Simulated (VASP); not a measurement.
# KBr (Pm-3m) in VASP: a series of runs

The runs below take KBr through single point, with LDA.

Everything below comes from runs of VASP 6.6.1. Logs are shortened: lines on timing, memory, paths and dates and some standing lists are left out, and cuts for length are marked.

## (1) The cell of the first run

It takes space group Pm-3m (No. 221, cubic). Conventional cell: a = 3.961 Å, b = 3.961 Å, c = 3.961 Å, α = 90.00°, β = 90.00°, γ = 90.00°. Within 4.5 Å of K (site symmetry m-3m) lie 8 Br at 3.43 Å and 6 K at 3.96 Å. Br (site symmetry m-3m) has 8 K at 3.43 Å and 6 Br at 3.96 Å within 4.5 Å.

## (2) Single point, LDA

Contents of INCAR:

```
SYSTEM = KBr
ALGO = Normal
EDIFF = 1E-6
ENCUT = 500
GGA_COMPAT = .False.
ISIF = 2
ISMEAR = 0
LASPH = .True.
LCHARG = .True.
LELF = .True.
LREAL = .False.
LVHAR = .True.
LWAVE = .False.
NBANDS = 15
NELM = 120
PREC = Accurate
SIGMA = 0.01
```

Contents of KPOINTS:

```
k-points
0
Gamma
  6 6 6
  0 0 0
```

Contents of POSCAR:

```
KBr
1.0
    3.9609554510      0.0000000000      0.0000000000
    0.0000000000      3.9609554510      0.0000000000
    0.0000000000      0.0000000000      3.9609554510
K Br
1 1
Direct
    0.0000000000      0.0000000000      0.0000000000
    0.5000000000      0.5000000000      0.5000000000
```

Potentials or basis: VASP PAW LDA potentials, release 64 (K_sv, Br).

Started as:

```console
$ cat potpaw_LDA.64/K_sv/POTCAR potpaw_LDA.64/Br/POTCAR > POTCAR
$ mpirun -np 1 vasp_std > vasp.out
```

OUTCAR:

```text
SYSTEM = KBr
   EDIFF = 1E-6
   ENCUT = 500
   ISIF = 2
   ISMEAR = 0
   LASPH = .True.
   LREAL = .False.
   NELM = 120
   PREC = Accurate

 ion  position               nearest neighbor table
   1  0.000  0.000  0.000-
   2  0.500  0.500  0.500-

  LATTYP: Found a simple cubic cell.
 ALAT       =     3.9609554510

  Lattice vectors:

 A1 = (   3.9609554510,   0.0000000000,   0.0000000000)
 A2 = (   0.0000000000,   3.9609554510,   0.0000000000)
 A3 = (   0.0000000000,   0.0000000000,   3.9609554510)

Analysis of symmetry for initial positions (statically):
=====================================================================
 Subroutine PRICEL returns:
 Original cell was already a primitive cell.

 Routine SETGRP: Setting up the symmetry group for a
 simple cubic supercell.

 Subroutine GETGRP returns: Found 48 space group operations
 (whereof 48 operations were pure point group operations)
 out of a pool of 48 trial point group operations.

The static configuration has the point symmetry O_h .

Analysis of symmetry for dynamics (positions and initial velocities):
=====================================================================
 Subroutine PRICEL returns:
 Original cell was already a primitive cell.

 Routine SETGRP: Setting up the symmetry group for a
 simple cubic supercell.

 Subroutine GETGRP returns: Found 48 space group operations
 (whereof 48 operations were pure point group operations)
 out of a pool of 48 trial point group operations.

The dynamic configuration has the point symmetry O_h .

 Subroutine INISYM returns: Found 48 space group operations
 (whereof 48 operations are pure point group operations),
 and found     1 'primitive' translations

----------------------------------------------------------------------------------------

                                     Primitive cell

  volume of cell :      62.1441

  direct lattice vectors                    reciprocal lattice vectors
     3.960955451  0.000000000  0.000000000     0.252464339  0.000000000  0.000000000
     0.000000000  3.960955451  0.000000000     0.000000000  0.252464339  0.000000000
     0.000000000  0.000000000  3.960955451     0.000000000  0.000000000  0.252464339

  length of vectors
     3.960955451  3.960955451  3.960955451     0.252464339  0.252464339  0.252464339

  position of ions in fractional coordinates (direct lattice)
     0.000000000  0.000000000  0.000000000
     0.500000000  0.500000000  0.500000000

  ion indices of the primitive-cell ions
   primitive index   ion index
                 1           1
                 2           2

----------------------------------------------------------------------------------------

 KPOINTS: k-points

Automatic generation of k-mesh.
 Grid dimensions read from file:
 generate k-points for:    6    6    6

 Generating k-lattice:

  Cartesian coordinates                     Fractional coordinates (reciprocal lattice)
     0.042077390  0.000000000  0.000000000     0.166666667  0.000000000  0.000000000
     0.000000000  0.042077390  0.000000000     0.000000000  0.166666667  0.000000000
     0.000000000  0.000000000  0.042077390     0.000000000  0.000000000  0.166666667

  Length of vectors
     0.042077390  0.042077390  0.042077390

  Shift w.r.t. Gamma in fractional coordinates (k-lattice)
     0.000000000  0.000000000  0.000000000

 Subroutine IBZKPT returns following result:
 ===========================================

 Found     20 irreducible k-points:

 Following reciprocal coordinates:
            Coordinates               Weight
  0.000000  0.000000  0.000000      1.000000
  0.166667  0.000000  0.000000      6.000000
  0.333333  0.000000  0.000000      6.000000
  0.500000  0.000000  0.000000      3.000000
  0.166667  0.166667  0.000000     12.000000
  0.333333  0.166667  0.000000     24.000000
[... 12 lines left out ...]
  0.500000  0.500000  0.333333      6.000000
  0.500000  0.500000  0.500000      1.000000
   k-points           NKPTS =     20   k-points in BZ     NKDIM =     20   number of bands    NBANDS=     15
   number of dos      NEDOS =    301   number of ions     NIONS =      2
   total plane-waves  NPLWV =  27000
   dimension x,y,z NGX =    30 NGY =   30 NGZ =   30
   dimension x,y,z NGXF=    60 NGYF=   60 NGZF=   60
   ions per type =               1   1
   NGX,Y,Z   is equivalent  to a cutoff of  12.59, 12.59, 12.59 a.u.
   NGXF,Y,Z  is equivalent  to a cutoff of  25.18, 25.18, 25.18 a.u.
 SYSTEM =  KBr
   PREC   = accura    normal or accurate (medium, high low for compatibility)
   ISTART =      0    job   : 0-new  1-cont  2-samecut
   ICHARG =      2    charge: 1-file 2-atom 10-const
   ISPIN  =      1    spin polarized calculation?
   LNONCOLLINEAR =      F non collinear calculations
   LSORBIT =      F    spin-orbit coupling
   LASPH  =      T    aspherical Exc in radial PAW
   ENCUT  =  500.0 eV  36.75 Ry    6.06 a.u.   7.22  7.22  7.22*2*pi/ulx,y,z
   NELM   =    120;   NELMIN=  2; NELMDL= -5     # of ELM steps
   EDIFF  = 0.1E-05   stopping-criterion for ELM
   LREAL  =      F    real-space projection
   EDIFFG = 0.1E-04   stopping-criterion for IOM
   NSW    =      0    number of steps for IOM
   IBRION =     -1    ionic relax: 0-MD 1-quasi-New 2-CG
   NFREE  =      0    steps in history (QN), initial steepest desc. (CG)
   ISIF   =      2    stress and relaxation
   ISYM   =      2    0-nonsym 1-usesym 2-fastsym
   POTIM  = 0.5000    time-step for ionic-motion
   TEBEG  =    0.0;   TEEND  =   0.0 temperature during run
   PSTRESS=    0.0 pullay stress
   NELECT =      16.0000    total number of electrons
   NUPDOWN=      -1.0000    fix difference up-down
   EMIN   =  10.00;   EMAX   =-10.00  energy-range for DOS
   EFERMI =   0.00;   METHOD = LEGACY
   ISMEAR =     0;   SIGMA  =   0.01  broadening in eV -4-tet -1-fermi 0-gaus
   EFERMI_NEDOS =   21; number of points for ismear=-14 and -15
   IALGO  =     38    algorithm
   IMIX   =      4    mixing-type and parameters
     AMIX     =   0.40;   BMIX     =  1.00
     AMIX_MAG =   1.60;   BMIX_MAG =  1.00
  volume/ion in A,a.u.               =      31.07       209.68
  Fermi-wavevector in a.u.,A,eV,Ry     =   1.041473  1.968099 14.757790  1.084667
  Thomas-Fermi vector in A             =   2.176096
   LORBIT       =      0    0 simple, 1 ext, 2 COOP (PROOUT), +10 PAW based schemes
   GGA     = CA    functional components
   LHFCALC =     F    Hartree Fock is set to
   AEXX    =    0.0000 exact exchange contribution
   IVDW    =     0    specifies the selected vdW correction
   LEPSILON=     F    determine dielectric tensor
   LRPA    =     F    only Hartree local field effects (RPA)
 non-spin polarized calculation
 Gauss-broadening in eV      SIGMA  =   0.01
  energy-cutoff  :      500.00
  volume of cell :       62.14
 maximum number of plane-waves:      1596
 NGX is ok and might be reduce to    30
   NGX = 15   NGY = 15   NGZ = 15

 number of electron      15.9999997 magnetization

 Free energy of the ion-electron system (eV)
  ---------------------------------------------------
  ext. energy  EPLUGINS =         0.00000000
  ---------------------------------------------------
  free energy    TOTEN  =        -6.74002237 eV

  energy without entropy =       -6.74002237  energy(sigma->0) =       -6.74002237

 E-fermi :  -0.5502     XC(G=0):  -8.5767

 val. band max:       -0.6044283516   @ k =   0.5000   0.5000   0.0000
 cond. band min:       3.0667399184   @ k =   0.0000   0.0000   0.0000
 fundamental gap:      3.6711682700
 Fermi energy:        -0.5501622336

 k-point     1 :       0.0000    0.0000    0.0000
  band No.  band energies     occupation
      1     -28.8005      2.00000
      2     -13.5456      2.00000
      3     -12.4536      2.00000
      4     -12.4536      2.00000
      5     -12.4536      2.00000
      6      -0.8942      2.00000
      7      -0.8942      2.00000
      8      -0.8942      2.00000
      9       3.0667      0.00000
     10       4.8900      0.00000
     11       4.8900      0.00000
     12       9.0322      0.00000
     13       9.0322      0.00000
     14       9.0322      0.00000
     15      11.8328      0.00000

 k-point     2 :       0.1667    0.0000    0.0000
  band No.  band energies     occupation
      1     -28.7968      2.00000
      2     -13.5819      2.00000
      3     -12.4470      2.00000
      4     -12.4470      2.00000
      5     -12.4140      2.00000
      6      -1.5294      2.00000
      7      -0.8908      2.00000
      8      -0.8908      2.00000
      9       3.7406      0.00000
     10       5.1118      0.00000
     11       5.5253      0.00000
     12       8.9433      0.00000
     13       8.9433      0.00000
     14       9.1540      0.00000
     15      10.7642      0.00000

 k-point     3 :       0.3333    0.0000    0.0000
  band No.  band energies     occupation
      1     -28.7895      2.00000
      2     -13.6556      2.00000
      3     -12.4337      2.00000
      4     -12.4337      2.00000
      5     -12.3283      2.00000
      6      -2.4498      2.00000
      7      -0.8852      2.00000
      8      -0.8852      2.00000
      9       4.9595      0.00000
     10       5.7288      0.00000
     11       6.7413      0.00000
     12       8.9192      0.00000
     13       8.9192      0.00000
     14       9.0727      0.00000
     15       9.4355      0.00000

 k-point     4 :       0.5000    0.0000    0.0000
  band No.  band energies     occupation
      1     -28.7858      2.00000
      2     -13.6929      2.00000
      3     -12.4270      2.00000
      4     -12.4270      2.00000
      5     -12.2824      2.00000
      6      -2.8235      2.00000
      7      -0.8829      2.00000
      8      -0.8829      2.00000
      9       5.7822      0.00000
     10       6.2846      0.00000
     11       7.0862      0.00000
     12       8.1130      0.00000
     13       9.0570      0.00000
     14       9.0570      0.00000
     15       9.6031      0.00000
[... 235 lines left out ...]
 k-point    18 :       0.5000    0.3333    0.3333
  band No.  band energies     occupation
      1     -28.7658      2.00000
      2     -13.2191      2.00000
      3     -12.5739      2.00000
      4     -12.5653      2.00000
      5     -12.5541      2.00000
      6      -2.2419      2.00000
      7      -1.9508      2.00000
      8      -1.8423      2.00000
      9       5.8495      0.00000
     10       6.4406      0.00000
     11       6.8555      0.00000
     12       8.1470      0.00000
     13       8.6296      0.00000
     14       8.8920      0.00000
     15      10.6702      0.00000

 k-point    19 :       0.5000    0.5000    0.3333
  band No.  band energies     occupation
      1     -28.7625      2.00000
      2     -13.1435      2.00000
      3     -12.6076      2.00000
      4     -12.6076      2.00000
      5     -12.5496      2.00000
      6      -2.2136      2.00000
      7      -2.2136      2.00000
      8      -1.9018      2.00000
      9       5.8320      0.00000
     10       6.7576      0.00000
     11       6.7576      0.00000
     12       8.1148      0.00000
     13       9.0705      0.00000
     14       9.0705      0.00000
     15      10.6833      0.00000

 k-point    20 :       0.5000    0.5000    0.5000
  band No.  band energies     occupation
      1     -28.7593      2.00000
      2     -13.1049      2.00000
      3     -12.5958      2.00000
      4     -12.5958      2.00000
      5     -12.5958      2.00000
      6      -2.2357      2.00000
      7      -2.2357      2.00000
      8      -2.2357      2.00000
      9       6.6372      0.00000
     10       6.6372      0.00000
     11       6.6372      0.00000
     12       8.8499      0.00000
     13       8.8499      0.00000
     14       8.8499      0.00000
     15      10.6935      0.00000

------------------------ aborting loop because EDIFF is reached ----------------------------------------

  FORCE on cell =-STRESS in cart. coord.  units (eV):
  Direction    XX          YY          ZZ          XY          YZ          ZX
  --------------------------------------------------------------------------------------
  -------------------------------------------------------------------------------------
  Total       -0.7215189     -0.7215189     -0.7215189      0.0000000     -0.0000000      0.0000000
  in kB      -18.6019485    -18.6019485    -18.6019485      0.0000000     -0.0000000      0.0000000
  external PRESSURE =     -18.6019485 kB  Pullay stress =       0.0000000 kB

 VOLUME and BASIS-vectors are now :
 -----------------------------------------------------------------------------
  energy-cutoff  :      500.00
  volume of cell :       62.14
      direct lattice vectors                 reciprocal lattice vectors
     3.960955451  0.000000000  0.000000000     0.252464339  0.000000000  0.000000000
     0.000000000  3.960955451  0.000000000     0.000000000  0.252464339  0.000000000
     0.000000000  0.000000000  3.960955451     0.000000000  0.000000000  0.252464339

 POSITION                                       TOTAL-FORCE (eV/Angst)
 -----------------------------------------------------------------------------------
      0.00000      0.00000      0.00000         0.000000      0.000000      0.000000
      1.98048      1.98048      1.98048         0.000000      0.000000      0.000000
 -----------------------------------------------------------------------------------
    total drift:                                0.000000      0.000000     -0.000000

  FREE ENERGIE OF THE ION-ELECTRON SYSTEM (eV)
  ---------------------------------------------------
  free  energy   TOTEN  =        -6.7400223721 eV

  energy  without entropy=       -6.7400223721  energy(sigma->0) =       -6.74002237
```

Run time: 23 s. Hardware: 1 thread of Intel Xeon 8259CL, shared host; peak memory 0.15 GiB.

What came out:

| Property | Result |
| --- | --- |
| Free energy | -6.7400 eV |
| Pressure | -1.9 GPa |
| Band gap on the k mesh | 3.67 eV, indirect (least direct gap 3.96 eV) |

A k mesh can miss the band edges. Expect the measured gap to be larger: semilocal functionals such as LDA lack the derivative discontinuity.

## (3) Single point, LDA

This run uses another cell than the first one, of 31.73 Å³/atom, 1.021 times its volume.

Contents of INCAR:

```
SYSTEM = KBr
PREC = Accurate
ENCUT = 500
EDIFF = 1E-6
ISMEAR = 0
SIGMA = 0.01
LREAL = .False.
LASPH = .True.
NELM = 120
ALGO = Normal
ISIF = 2
LWAVE = .False.
LCHARG = .False.
NBANDS = 15
GGA_COMPAT = .False.
```

Contents of KPOINTS:

```
Automatic mesh
0
Gamma
  6 6 6
  0 0 0
```

Contents of POSCAR:

```
KBr
1.0
    3.9888504225      0.0000000000      0.0000000000
    0.0000000000      3.9888504225      0.0000000000
    0.0000000000      0.0000000000      3.9888504225
K Br
1 1
Direct
    0.0000000000      0.0000000000      0.0000000000
    0.5000000000      0.5000000000      0.5000000000
```

Potentials or basis: VASP PAW LDA potentials, release 64 (K_sv, Br).

Started as:

```console
$ cat potpaw_LDA.64/K_sv/POTCAR potpaw_LDA.64/Br/POTCAR > POTCAR
$ mpirun -np 1 vasp_std > vasp.out
```

OUTCAR:

```text
SYSTEM = KBr
   PREC = Accurate
   ENCUT = 500
   EDIFF = 1E-6
   ISMEAR = 0
   LREAL = .False.
   LASPH = .True.
   NELM = 120
   ISIF = 2

 ion  position               nearest neighbor table
   1  0.000  0.000  0.000-
   2  0.500  0.500  0.500-

  LATTYP: Found a simple cubic cell.
 ALAT       =     3.9888504225

  Lattice vectors:

 A1 = (   3.9888504225,   0.0000000000,   0.0000000000)
 A2 = (   0.0000000000,   3.9888504225,   0.0000000000)
 A3 = (   0.0000000000,   0.0000000000,   3.9888504225)
[... 537 lines left out ...]

------------------------ aborting loop because EDIFF is reached ----------------------------------------

  FORCE on cell =-STRESS in cart. coord.  units (eV):
  Direction    XX          YY          ZZ          XY          YZ          ZX
  --------------------------------------------------------------------------------------
  -------------------------------------------------------------------------------------
  Total       -0.8516609     -0.8516609     -0.8516609      0.0000000      0.0000000      0.0000000
  in kB      -21.4997799    -21.4997799    -21.4997799      0.0000000      0.0000000      0.0000000
  external PRESSURE =     -21.4997799 kB  Pullay stress =       0.0000000 kB

 VOLUME and BASIS-vectors are now :
 -----------------------------------------------------------------------------
  energy-cutoff  :      500.00
  volume of cell :       63.47
      direct lattice vectors                 reciprocal lattice vectors
     3.988850423  0.000000000  0.000000000     0.250698796  0.000000000  0.000000000
     0.000000000  3.988850423  0.000000000     0.000000000  0.250698796  0.000000000
     0.000000000  0.000000000  3.988850423     0.000000000  0.000000000  0.250698796

 POSITION                                       TOTAL-FORCE (eV/Angst)
 -----------------------------------------------------------------------------------
      0.00000      0.00000      0.00000         0.000000      0.000000      0.000000
      1.99443      1.99443      1.99443         0.000000      0.000000      0.000000
 -----------------------------------------------------------------------------------
    total drift:                                0.000000      0.000000     -0.000000

  FREE ENERGIE OF THE ION-ELECTRON SYSTEM (eV)
  ---------------------------------------------------
  free  energy   TOTEN  =        -6.7235874809 eV

  energy  without entropy=       -6.7235874809  energy(sigma->0) =       -6.72358748
```

stdout:

```text
POSCAR found type information on POSCAR K Br
 POSCAR found :  2 types and       2 ions
 scaLAPACK will be used
 LDA part: xc-table for (Slater(with rela. corr.)+CA(PZ))
 , standard interpolation
 POSCAR, INCAR and KPOINTS ok, starting setup
 FFT: planning ... GRIDC
 FFT: planning ... GRID_SOFT
 FFT: planning ... GRID
 WAVECAR not read
 entering main loop
```

Run time: 21 s. Hardware: 1 thread of Intel Xeon 8259CL, shared host; peak memory 0.15 GiB.

What came out:

```
Free energy            : -6.7236 eV
Pressure               : -2.1 GPa
Band gap on the k mesh : 3.60 eV, indirect (least direct gap 3.89 eV)
```

A k mesh can miss the band edges. LDA gaps usually lie below the measured ones, often by a third to a half.

## (4) Single point, LDA

This run uses another cell than the first one, of 32.39 Å³/atom, 1.043 times its volume.

Contents of INCAR:

```
SYSTEM = KBr
PREC = Accurate ; ENCUT = 500
EDIFF = 1E-6 ; ISMEAR = 0
SIGMA = 0.01 ; LREAL = .False.
LASPH = .True. ; NELM = 120
ALGO = Normal ; ISIF = 2
LWAVE = .False. ; LCHARG = .True.
LELF = .True. ; LVHAR = .True.
NBANDS = 15 ; GGA_COMPAT = .False.
```

Contents of KPOINTS:

```
regular mesh
0
Gamma
  6 6 6
  0 0 0
```

Contents of POSCAR:

```
KBr
1.0
    4.0163606051      0.0000000000      0.0000000000
    0.0000000000      4.0163606051      0.0000000000
    0.0000000000      0.0000000000      4.0163606051
K Br
1 1
Direct
    0.0000000000      0.0000000000      0.0000000000
    0.5000000000      0.5000000000      0.5000000000
```

Started as:

```console
$ cat potpaw_LDA.64/K_sv/POTCAR potpaw_LDA.64/Br/POTCAR > POTCAR
$ mpirun -np 1 vasp_std > vasp.out
```

It took 24 s on 1 thread of Intel Xeon 8259CL, shared host; peak memory 0.15 GiB.

It converged, with:

```yaml
Free_energy: -6.7050 eV
Pressure: -2.4 GPa
Band_gap_on_the_k_mesh: 3.54 eV, indirect (least direct gap 3.82 eV)
```

Levels at points of the mesh, in eV from the valence-band top:
```csv
k point,band 6,band 7,band 8,band 9,band 10,band 11
"(0.00, 0.00, 0.00)",-0.28,-0.28,-0.28,3.54,5.55,5.55
"(0.50, 0.00, 0.00)",-2.09,-0.25,-0.25,6.23,6.89,7.46
"(0.50, 0.50, 0.00)",-1.46,-1.46,0.00,4.91,6.25,7.86
"(0.50, 0.50, 0.50)",-1.52,-1.52,-1.52,7.15,7.15,7.15
```

A k mesh can miss the band edges. A hybrid or GW would open this gap; LDA tends to underestimate it.

(Part 1 of 2 ends here.)
